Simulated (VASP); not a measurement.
Wanted: the native input for a VASP 6.6.1 run.

```yaml
Task: single point
Functional: PBEsol
Potentials_or_basis: VASP PAW PBE potentials, release 64 (C, O)
Cutoff: 520 eV
k_mesh: 7 × 7 × 7
Occupations: methfessel-paxton, width 0.02 eV
Spin: no spin polarisation
Dipole_correction: no
Further_INCAR_settings: ALGO = Normal; EDIFF = 1e-06; NBANDS = 25
```

The structure of CO2 lies in POSCAR:

```
CO2
1.0
   -1.9747300000      1.9747300000      3.0140600000
    1.9747300000     -1.9747300000      3.0140600000
    1.9747300000      1.9747300000     -3.0140600000
C O
2 4
Direct
    0.7500000000      0.2500000000      0.5000000000
    0.0000000000      0.0000000000      0.0000000000
    0.7098000000      0.1250000000      0.0848000000
    0.0402000000      0.6250000000      0.9152000000
    0.3750000000      0.2902000000      0.4152000000
    0.8750000000      0.9598000000      0.5848000000
```

These files were run (other wordings do the same):

INCAR

```
PREC = Accurate ; ENCUT = 520
EDIFF = 1E-6 ; ISMEAR = 1
SIGMA = 0.02 ; LREAL = False
LASPH = True ; NELM = 80
ALGO = Normal ; ISIF = 2
LWAVE = False ; LCHARG = True
GGA = PS ; LELF = True
LVHAR = True ; NBANDS = 25
```

KPOINTS

```
regular mesh
0
Gamma
  7 7 7
```

Potentials or basis: VASP PAW PBE potentials, release 64 (C, O).

Launch:

```bash
$ cat potpaw_PBE.64/C/POTCAR potpaw_PBE.64/O/POTCAR > POTCAR
$ mpirun -np 1 vasp_std > vasp.out
```

It gave:

```json
{
 "Pressure": "-4.9 GPa",
 "Largest force": "0.120 eV/Å",
 "Band gap on the k mesh": "7.54 eV, indirect (least direct gap 8.00 eV)"
}
```

Caveat: the PAW data sets were made with another functional, which shifts forces and pressure a little.

It took 37 s on 1 thread of AMD EPYC 9R45 96-Core Processor (Zen 5), with other jobs on the host, peak memory 0.15 GiB.
